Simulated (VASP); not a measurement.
LiB18N18 (a cell with a defect): single point with PBE

System: LiB18N18 (a cell with a defect).

```
B N Li
1.0
     7.46503    0.00000    0.00000
    -3.73252    6.46491    0.00000
     0.00000    0.00000    6.49548
B N Li
18 18 1
Direct
  0.11139 0.22192 0.23881
  0.22266 0.11123 0.76253
  0.11139 0.55565 0.23866
  0.22157 0.44381 0.75157
  0.11248 0.88933 0.24964
  0.22266 0.77750 0.76254
  0.44399 0.22084 0.24971
  0.55640 0.11123 0.76251
  0.44181 0.55399 0.23271
  0.55474 0.44165 0.76857
  0.44399 0.88932 0.24961
  0.55474 0.77917 0.76848
  0.77766 0.22192 0.23876
  0.89007 0.11231 0.75144
  0.77932 0.55400 0.23270
  0.89007 0.44382 0.75152
  0.77932 0.89149 0.23275
  0.89223 0.77915 0.76840
  0.11173 0.22216 0.75048
  0.22233 0.11100 0.25080
  0.11173 0.55563 0.75056
  0.22186 0.44402 0.23377
  0.11219 0.88913 0.76746
  0.22233 0.77752 0.25059
  0.44476 0.22169 0.76761
  0.55580 0.11099 0.25073
  0.44603 0.55605 0.75712
  0.55622 0.44529 0.24419
  0.44475 0.88914 0.76750
  0.55621 0.77710 0.24411
  0.77825 0.22216 0.75045
  0.88930 0.11145 0.23384
  0.77783 0.55604 0.75703
  0.88930 0.44402 0.23371
  0.77783 0.88786 0.75694
  0.88803 0.77710 0.24413
  0.66683 0.66638 0.50060
```

| Item | Value |
| --- | --- |
| Program | VASP 6.6.1 |
| Task | single point |
| Functional | PBE |
| Potentials or basis | VASP PAW PBE potentials, release 64 (B, N, Li_sv) |
| Cutoff | 520 eV |
| k mesh | 1 × 1 × 1 |
| Occupations | fermi-dirac, width 0.01 eV |
| Spin | no spin polarisation |
| Dipole correction | no |
| Charge | 1 |
| Further INCAR settings | LREAL = Auto; ALGO = Normal; EDIFF = 1e-07; NBANDS = 98; NELECT = 146.0 |

| Property | Result |
| --- | --- |
| Largest force | 0.012 eV/Å |

Forces on the atoms (eV/Å):
```
B    0.001 -0.002 -0.003
B   -0.002  0.000  0.002
B   -0.001  0.000 -0.001
B    0.001  0.002 -0.001
B    0.001 -0.001  0.003
B    0.001  0.000  0.000
B    0.000  0.000  0.002
B   -0.001 -0.002  0.002
B   -0.005 -0.004 -0.001
B   -0.002 -0.007  0.002
B    0.000  0.000  0.003
B   -0.008  0.002  0.004
B   -0.001  0.000 -0.002
B   -0.001 -0.002 -0.001
B    0.010 -0.005 -0.003
B    0.001 -0.001 -0.001
B    0.001  0.009 -0.002
B    0.005  0.005  0.002
N    0.001  0.000  0.000
N    0.001  0.000 -0.001
N    0.000  0.000 -0.002
N    0.004  0.002 -0.003
N   -0.002 -0.001  0.002
N    0.000  0.001  0.001
N   -0.001  0.004  0.000
N    0.000 -0.001  0.001
N   -0.006 -0.002 -0.002
N   -0.001 -0.004  0.002
N    0.004 -0.001  0.001
N   -0.004  0.003  0.002
N   -0.001  0.000 -0.001
N    0.001 -0.003 -0.003
N    0.003 -0.001 -0.003
N   -0.002  0.002 -0.002
N    0.000  0.005 -0.002
N    0.004  0.002  0.003
Li   0.001  0.000  0.000
```

Levels at points of the mesh, in eV from the Fermi level:
| k point | band 70 | band 71 | band 72 | band 73 | band 74 | band 75 | band 76 | band 77 |
| --- | --- | --- | --- | --- | --- | --- | --- | --- |
| (0.00, 0.00, 0.00) | -0.43 | -0.43 | -0.36 | -0.36 | 4.58 | 4.59 | 4.62 | 4.62 |

It took 79 s on 1 thread of Intel(R) Xeon(R) Platinum 8488C (Sapphire Rapids), on a shared host, peak memory 0.34 GiB.

Caveat: the k points lie up to 0.97 Å⁻¹ apart, too coarse for converged energies, forces and pressures; the cell carries a net charge on a neutralising background, which shifts energy and pressure; the cell is charged against a uniform background, so pressure and absolute levels hang on convention.
